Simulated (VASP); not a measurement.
Write the native input for VASP 6.6.1 that does the following.

* Task: single point
* Functional: PBEsol
* Potentials or basis: VASP PAW PBE potentials, release 64 (Nb_sv)
* Cutoff: 520 eV
* k mesh: 20 × 20 × 20
* Occupations: gaussian, width 0.15 eV
* Spin: no spin polarisation
* Dipole correction: no
* Further INCAR settings: ALGO = Fast; EDIFF = 1e-06; NBANDS = 12

The structure of Nb lies in POSCAR:

```
Nb
1.0
   -1.6639500000      1.6639500000      1.6389907500
    1.6639500000     -1.6639500000      1.6389907500
    1.6639500000      1.6639500000     -1.6389907500
Nb
1
Direct
    0.0000000000      0.0000000000      0.0000000000
```

This cell differs from its parent crystal: strain +0.000 along x and y, -0.015 along z.

These files were run (other wordings do the same):

INCAR

```
SYSTEM = Nb
PREC = Accurate
ENCUT = 520
EDIFF = 1E-6
ISMEAR = 0
SIGMA = 0.15
LREAL = .FALSE.
LASPH = .TRUE.
NELM = 80
ALGO = Fast
ISIF = 2
LWAVE = .FALSE.
LCHARG = .FALSE.
GGA = PS
NBANDS = 12
```

KPOINTS

```
Automatic mesh
0
G
  20 20 20
  0 0 0
```

Potentials or basis: VASP PAW PBE potentials, release 64 (Nb_sv).

Run with:

```sh
$ cat potpaw_PBE.64/Nb_sv/POTCAR > POTCAR
$ mpirun -np 1 vasp_std > vasp.out
```

Results of the run:

```json
{
 "Pressure": "-6.4 GPa"
}
```

Caveat: the cell differs from its parent crystal (strain +0.000 along x and y, -0.015 along z); the PAW data sets were made with another functional, which shifts forces and pressure a little.

Wall time 3.1 min on 1 thread of AMD EPYC 9R45 96-Core Processor (Zen 5), on a shared host, peak memory 0.21 GiB.
